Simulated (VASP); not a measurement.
Wanted: the native input for a VASP 6.6.1 run.

| Property | Result |
| --- | --- |
| Task | single point |
| Functional | r2SCAN |
| Potentials or basis | VASP PAW PBE potentials, release 64 (B, Al, P) |
| Cutoff | 550 eV |
| k mesh | 8 × 8 × 4 |
| Occupations | fermi-dirac, width 0.02 eV |
| Spin | no spin polarisation |
| Dipole correction | no |
| Further INCAR settings | ALGO = Normal; EDIFF = 1e-06; NBANDS = 26 |

AlB3P4:

```
B Al P
1.0
     5.61772   -1.67472    0.02391
     5.61772    1.67472    0.02391
    -0.99682    0.00000    5.84156
B Al P
3 1 4
Direct
  0.99352 0.99352 0.98722
  0.50453 0.50453 0.51056
  0.25167 0.25167 0.74944
  0.74796 0.74796 0.24926
  0.54037 0.54037 0.17856
  0.06944 0.06944 0.68820
  0.81534 0.81534 0.90934
  0.32716 0.32716 0.47741
```

The input as run:

POSCAR

```
AlB3P4
1.0
    5.6177239169     -1.6747239933      0.0239123580
    5.6177239169      1.6747239933      0.0239123580
   -0.9968173636      0.0000000000      5.8415607603
B Al P
3 1 4
Direct
   -0.0064765152     -0.0064765152     -0.0127755319
    0.5045348121      0.5045348121      0.5105630268
    0.2516718399      0.2516718399      0.7494383780
    0.7479556715      0.7479556715      0.2492590161
    0.5403724538      0.5403724538      0.1785639706
    0.0694390267      0.0694390267      0.6881958544
    0.8153413111      0.8153413111      0.9093441797
    0.3271614000      0.3271614000      0.4774111064
```

INCAR.step1

```
SYSTEM = AlB3P4
ALGO = Normal ; EDIFF = 1E-5
ENCUT = 550 ; GGA = PE
GGA_COMPAT = .False. ; ISMEAR = -1
LASPH = .True. ; LCHARG = .False.
LREAL = .False. ; LWAVE = .True.
NBANDS = 26 ; NELM = 120
PREC = Accurate ; SIGMA = 0.02
```

INCAR.step2

```
SYSTEM = AlB3P4
ALGO = Normal ; EDIFF = 1E-6
ENCUT = 550 ; GGA_COMPAT = .False.
ISIF = 2 ; ISMEAR = -1
ISTART = 1 ; LASPH = .True.
LCHARG = .False. ; LMIXTAU = .True.
LREAL = .False. ; LWAVE = .False.
METAGGA = R2SCAN ; NBANDS = 26
NELM = 120 ; PREC = Accurate
SIGMA = 0.02
```

KPOINTS

```
k-points
0
Gamma
  8 8 4
  0 0 0
```

Potentials or basis: VASP PAW PBE potentials, release 64 (B, Al, P).

Command:

```console
$ cat potpaw_PBE.64/B/POTCAR potpaw_PBE.64/Al/POTCAR potpaw_PBE.64/P/POTCAR > POTCAR
$ cp INCAR.step1 INCAR
$ mpirun -np 1 vasp_std > vasp.out
$ cp INCAR.step2 INCAR
$ mpirun -np 1 vasp_std > vasp.out
```

Results of the run:

The pressure is -0.4 GPa. The largest force is 0.021 eV/Å and the band gap on the k mesh is 0.77 eV (least direct gap 1.09 eV).

Caveat: the PAW data sets were made with another functional, which shifts forces and pressure a little.

Wall time 18 min on 1 thread of AMD EPYC 9R45 96-Core Processor (Zen 5) (shared host), peak memory 0.45 GiB.
